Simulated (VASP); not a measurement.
Here is a VASP 6.6.1 calculation.

Contents of INCAR:

```
PREC = Accurate
ENCUT = 520
EDIFF = 1E-6
ISMEAR = 0
SIGMA = 0.1
LREAL = F
LASPH = T
NELM = 150
ALGO = Fast
ISIF = 2
LWAVE = F
LCHARG = F
ISPIN = 2
MAGMOM = 0 1 0 0 0 0
LORBIT = 11
LMAXMIX = 4
GGA = PE
NBANDS = 36
```

KPOINTS

```
Automatic mesh
0
Gamma
  6 6 4
```

File POSCAR:

```
ZrAgO4
1.0
    3.7060779800      0.0000000000      0.0000000000
    0.0000000000      3.7060779800      0.0000000000
    0.0000000000      0.0000000000      5.2411857400
Zr Ag O
1 1 4
Direct
    0.0000000000      0.0000000000      0.0000000000
    0.5000000000      0.5000000000      0.5000000000
    0.5000000000      0.0000000000      0.2500000000
    0.0000000000      0.5000000000      0.7500000000
    0.5000000000      0.0000000000      0.7500000000
    0.0000000000      0.5000000000      0.2500000000
```

Potentials or basis: VASP PAW PBE potentials, release 64 (Zr_sv, Ag, O).

Run with:

```console
$ cat potpaw_PBE.64/Zr_sv/POTCAR potpaw_PBE.64/Ag/POTCAR potpaw_PBE.64/O/POTCAR > POTCAR
$ mpirun -np 1 vasp_std > vasp.out
```

**Question.** Estimate the net moment.

**Answer.** 0.69 μB per cell.

**Question.** Estimate the pressure.

**Answer.** -7.4 GPa.

**Question.** Predict the site moments.

**Answer.** Zr -0.01; Ag +0.16; O +0.12 μB.

Forces on the atoms (eV/Å):
```
Zr   0.000  0.000  0.000
Ag   0.000  0.000  0.000
O    0.000  0.000 -1.042
O    0.000  0.000  1.042
O    0.000  0.000  1.042
O    0.000  0.000 -1.042
```

Caveat: the cell stands under tension; a moment this small can come from the mesh or the smearing; forces of over 1 eV/Å act on the atoms, so gaps and moduli don't describe the material at rest.
